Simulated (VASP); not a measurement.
# MgO (Pm-3m) in VASP: notebook, part 2 of 2

VASP 6.6.1. The steps go on from the part before.

## 4. Single point, HSE06

This run uses another cell than the first one, of 8.99 Å³/atom.

Input file POSCAR:

```
MgO
1.0
    2.6193446059      0.0000000000      0.0000000000
    0.0000000000      2.6193446059      0.0000000000
    0.0000000000      0.0000000000      2.6193446059
Mg O
1 1
Direct
    0.0000000000      0.0000000000      0.0000000000
    0.5000000000      0.5000000000      0.5000000000
```

Input file INCAR.step1:

```
PREC = Accurate ; ENCUT = 520
EDIFF = 1E-5 ; ISMEAR = -1
SIGMA = 0.02 ; LREAL = False
LASPH = True ; NELM = 100
ALGO = Normal ; ISIF = 2
LWAVE = True ; NBANDS = 11
GGA = PE
```

Input file INCAR.step2:

```
PREC = Accurate ; ENCUT = 520
EDIFF = 1E-7 ; ISMEAR = -1
SIGMA = 0.02 ; LREAL = False
LASPH = True ; NELM = 100
ALGO = Normal ; ISIF = 2
LWAVE = False ; LCHARG = True
GGA = PE ; LHFCALC = True
HFSCREEN = 0.2079 ; PRECFOCK = Normal
LELF = True ; LVHAR = True
NBANDS = 11 ; ISTART = 1
```

Input file KPOINTS:

```
regular mesh
0
Gamma
  6 6 6
```

Potentials or basis: VASP PAW PBE potentials, release 64 (Mg, O).

Launch:

```bash
> cat potpaw_PBE.64/Mg/POTCAR potpaw_PBE.64/O/POTCAR > POTCAR
> cp INCAR.step1 INCAR
> mpirun -np 1 vasp_std > vasp.out
> cp INCAR.step2 INCAR
> mpirun -np 1 vasp_std > vasp.out
```

OUTCAR:

```text
PREC = Accurate
   ENCUT = 520
   EDIFF = 1E-7
   ISMEAR = -1
   LREAL = False
   LASPH = True
   NELM = 100
   ISIF = 2
   GGA = PE
   LHFCALC = True
   HFSCREEN = 0.2079
   PRECFOCK = Normal
   ISTART = 1

 ion  position               nearest neighbor table
   1  0.000  0.000  0.000-   2 2.27   2 2.27   2 2.27   2 2.27   2 2.27   2 2.27   2 2.27   2 2.27

   2  0.500  0.500  0.500-   1 2.27   1 2.27   1 2.27   1 2.27   1 2.27   1 2.27   1 2.27   1 2.27

  LATTYP: Found a simple cubic cell.
 ALAT       =     2.6193446059

  Lattice vectors:

 A1 = (   2.6193446059,   0.0000000000,   0.0000000000)
 A2 = (   0.0000000000,   2.6193446059,   0.0000000000)
 A3 = (   0.0000000000,   0.0000000000,   2.6193446059)

Analysis of symmetry for initial positions (statically):
=====================================================================
 Subroutine PRICEL returns:
 Original cell was already a primitive cell.

 Routine SETGRP: Setting up the symmetry group for a
 simple cubic supercell.

 Subroutine GETGRP returns: Found 48 space group operations
 (whereof 48 operations were pure point group operations)
 out of a pool of 48 trial point group operations.

The static configuration has the point symmetry O_h .

Analysis of symmetry for dynamics (positions and initial velocities):
=====================================================================
 Subroutine PRICEL returns:
 Original cell was already a primitive cell.

 Routine SETGRP: Setting up the symmetry group for a
 simple cubic supercell.

 Subroutine GETGRP returns: Found 48 space group operations
 (whereof 48 operations were pure point group operations)
 out of a pool of 48 trial point group operations.

The dynamic configuration has the point symmetry O_h .

 Subroutine INISYM returns: Found 48 space group operations
 (whereof 48 operations are pure point group operations),
 and found     1 'primitive' translations

----------------------------------------------------------------------------------------

                                     Primitive cell

  volume of cell :      17.9712

  direct lattice vectors                    reciprocal lattice vectors
     2.619344606  0.000000000  0.000000000     0.381774890  0.000000000  0.000000000
     0.000000000  2.619344606  0.000000000     0.000000000  0.381774890  0.000000000
     0.000000000  0.000000000  2.619344606     0.000000000  0.000000000  0.381774890

  length of vectors
     2.619344606  2.619344606  2.619344606     0.381774890  0.381774890  0.381774890

  position of ions in fractional coordinates (direct lattice)
     0.000000000  0.000000000  0.000000000
     0.500000000  0.500000000  0.500000000

  ion indices of the primitive-cell ions
   primitive index   ion index
                 1           1
                 2           2

----------------------------------------------------------------------------------------

 KPOINTS: regular mesh

Automatic generation of k-mesh.
 Grid dimensions read from file:
 generate k-points for:    6    6    6

 Generating k-lattice:

[... 40 lines left out ...]
   total plane-waves  NPLWV =   8000
   dimension x,y,z NGX =    20 NGY =   20 NGZ =   20
   dimension x,y,z NGXF=    40 NGYF=   40 NGZF=   40
   ions per type =               1   1
   NGX,Y,Z   is equivalent  to a cutoff of  12.69, 12.69, 12.69 a.u.
   NGXF,Y,Z  is equivalent  to a cutoff of  25.39, 25.39, 25.39 a.u.
 SYSTEM =  unknown system
   PREC   = accura    normal or accurate (medium, high low for compatibility)
   ISTART =      1    job   : 0-new  1-cont  2-samecut
   ICHARG =      0    charge: 1-file 2-atom 10-const
   ISPIN  =      1    spin polarized calculation?
   LNONCOLLINEAR =      F non collinear calculations
   LSORBIT =      F    spin-orbit coupling
   LASPH  =      T    aspherical Exc in radial PAW
   ENCUT  =  520.0 eV  38.22 Ry    6.18 a.u.   4.87  4.87  4.87*2*pi/ulx,y,z
   NELM   =    100;   NELMIN=  2; NELMDL=  0     # of ELM steps
   EDIFF  = 0.1E-06   stopping-criterion for ELM
   LREAL  =      F    real-space projection
   EDIFFG = 0.1E-05   stopping-criterion for IOM
   NSW    =      0    number of steps for IOM
   IBRION =     -1    ionic relax: 0-MD 1-quasi-New 2-CG
   NFREE  =      0    steps in history (QN), initial steepest desc. (CG)
   ISIF   =      2    stress and relaxation
   ISYM   =      3    0-nonsym 1-usesym 2-fastsym
   POTIM  = 0.5000    time-step for ionic-motion
   TEBEG  =    0.0;   TEEND  =   0.0 temperature during run
   PSTRESS=    0.0 pullay stress
   NELECT =       8.0000    total number of electrons
   NUPDOWN=      -1.0000    fix difference up-down
   EMIN   =  10.00;   EMAX   =-10.00  energy-range for DOS
   EFERMI =   0.00;   METHOD = LEGACY
   ISMEAR =    -1;   SIGMA  =   0.02  broadening in eV -4-tet -1-fermi 0-gaus
   EFERMI_NEDOS =   21; number of points for ismear=-14 and -15
   IALGO  =     38    algorithm
   IMIX   =      1    mixing-type and parameters
     AMIX     =   0.40;   BMIX     =  1.00
     AMIX_MAG =   1.60;   BMIX_MAG =  1.00
  volume/ion in A,a.u.               =       8.99        60.64
  Fermi-wavevector in a.u.,A,eV,Ry     =   1.250006  2.362169 21.259316  1.562516
  Thomas-Fermi vector in A             =   2.384021
   LORBIT       =      0    0 simple, 1 ext, 2 COOP (PROOUT), +10 PAW based schemes
   GGA     = PE    functional components
   LHFCALC =     T    Hartree Fock is set to
   PRECFOCK=normal    Normal, Fast or Accurate (Low or Medium for compatibility)
   ENCUT4O =  -1.0   cutoff for four orbital integrals eV
   NKREDX  =     1    reduce k-point grid by
   NKREDY  =     1    reduce k-point grid by
   NKREDZ  =     1    reduce k-point grid by
   AEXX    =    0.2500 exact exchange contribution
   HFSCREEN=    0.2079 screening length (either q_TF or 0.3 A-1)
   HFSCREENC=   0.2079 screening length for correlation (either q_TF or 0.3 A-1)
   ENCUTFOCK=  -1.0 apply spherical cutoff to Coloumb kernel
   IVDW    =     0    specifies the selected vdW correction
   LEPSILON=     F    determine dielectric tensor
   LRPA    =     F    only Hartree local field effects (RPA)
 non-spin polarized calculation
  energy-cutoff  :      520.00
  volume of cell :       17.97
 maximum number of plane-waves:       500
 NGX is ok and might be reduce to    20
  NGX = 16; NGY = 16; NGZ = 16

 number of electron       8.0000000 magnetization

 Free energy of the ion-electron system (eV)
  ---------------------------------------------------
  ext. energy  EPLUGINS =         0.00000000
  ---------------------------------------------------
  free energy    TOTEN  =       -12.60403817 eV

  energy without entropy =      -12.60403817  energy(sigma->0) =      -12.60403817

 E-fermi :   4.6115     XC(G=0):  -9.3398

 val. band max:        4.0571855454   @ k =   0.5000   0.5000   0.0000
 cond. band min:       8.2400748707   @ k =   0.0000   0.0000   0.0000
 fundamental gap:      4.1828893254
 Fermi energy:         4.6114567464

 k-point     1 :       0.0000    0.0000    0.0000
  band No.  band energies     occupation
      1     -16.2410      2.00000
      2       2.9487      2.00000
      3       2.9487      2.00000
      4       2.9487      2.00000
      5       8.2401      0.00000
      6      16.2443      0.00000
      7      16.2443      0.00000
      8      26.9371      0.00000
      9      26.9371      0.00000
     10      26.9371      0.00000
     11      33.8977      0.00000
[... 253 lines left out ...]
 k-point    20 :       0.5000    0.5000    0.5000
  band No.  band energies     occupation
      1     -13.0750      2.00000
      2       0.0672      2.00000
      3       0.0672      2.00000
      4       0.0672      2.00000
      5      13.2640      0.00000
      6      13.2640      0.00000
      7      13.2640      0.00000
      8      22.6934      0.00000
      9      25.5133      0.00000
     10      25.5133      0.00000
     11      25.5133      0.00000

------------------------ aborting loop because EDIFF is reached ----------------------------------------

  FORCE on cell =-STRESS in cart. coord.  units (eV):
  Direction    XX          YY          ZZ          XY          YZ          ZX
  --------------------------------------------------------------------------------------
  -------------------------------------------------------------------------------------
  Total       -0.0509365     -0.0509365     -0.0509365      0.0000000      0.0000000     -0.0000000
  in kB       -4.5411108     -4.5411108     -4.5411108      0.0000000      0.0000000     -0.0000000
  external PRESSURE =      -4.5411108 kB  Pullay stress =       0.0000000 kB

 VOLUME and BASIS-vectors are now :
 -----------------------------------------------------------------------------
  energy-cutoff  :      520.00
  volume of cell :       17.97
      direct lattice vectors                 reciprocal lattice vectors
     2.619344606  0.000000000  0.000000000     0.381774890  0.000000000  0.000000000
     0.000000000  2.619344606  0.000000000     0.000000000  0.381774890  0.000000000
     0.000000000  0.000000000  2.619344606     0.000000000  0.000000000  0.381774890

 POSITION                                       TOTAL-FORCE (eV/Angst)
 -----------------------------------------------------------------------------------
      0.00000      0.00000      0.00000         0.000000      0.000000      0.000000
      1.30967      1.30967      1.30967         0.000000      0.000000      0.000000
 -----------------------------------------------------------------------------------
    total drift:                               -0.000103     -0.000103     -0.000103

  FREE ENERGIE OF THE ION-ELECTRON SYSTEM (eV)
  ---------------------------------------------------
  free  energy   TOTEN  =       -12.6040381685 eV

  energy  without entropy=      -12.6040381685  energy(sigma->0) =      -12.60403817
```

Run time: 3.1 min. Hardware: 1 thread of Intel Xeon 6975P-C (Granite Rapids), shared host; peak memory 0.23 GiB.

Results:

```yaml
Free_energy: -12.6040 eV
Pressure: -0.5 GPa
Band_gap_on_the_k_mesh: 4.18 eV (least direct gap 5.29 eV)
```

Caveat: the PAW data sets were made with another functional, which shifts forces and pressure a little. A k mesh can miss the band edges.

## 5. Summary

| task | level | cell | k mesh | cutoff (eV) | smearing | grid for exact exchange (PRECFOCK) | share of exact exchange | screening parameter | gap on the mesh (eV) | pressure (GPa) |
| --- | --- | --- | --- | --- | --- | --- | --- | --- | --- | --- |
| relaxation of cell and atoms | r2SCAN | relaxed from a = 2.660 Å, 2 atoms | 8 × 8 × 8 | 600 | fermi-dirac 0.02 eV | - | - | - | 3.53 | -0.1 |
| single point | PBE0 | a = 2.623 Å, 2 atoms | 6 × 6 × 6 | 520 | gaussian 0.01 eV | Normal | 0.25 | - | 4.90 | -1.1 |
| single point | HSE06 | a = 2.619 Å, 2 atoms | 6 × 6 × 6 | 520 | fermi-dirac 0.02 eV | Normal | 0.25 | 0.2079 1/Å | 4.18 | -0.5 |

Alike in all rows: potentials or basis VASP PAW PBE potentials, release 64 (Mg, O); no spin polarisation.

Caveats: the PAW data sets were made with another functional, which shifts forces and pressure a little.

Total energies depend on the potentials used, so only differences within one code and one set of settings carry meaning.
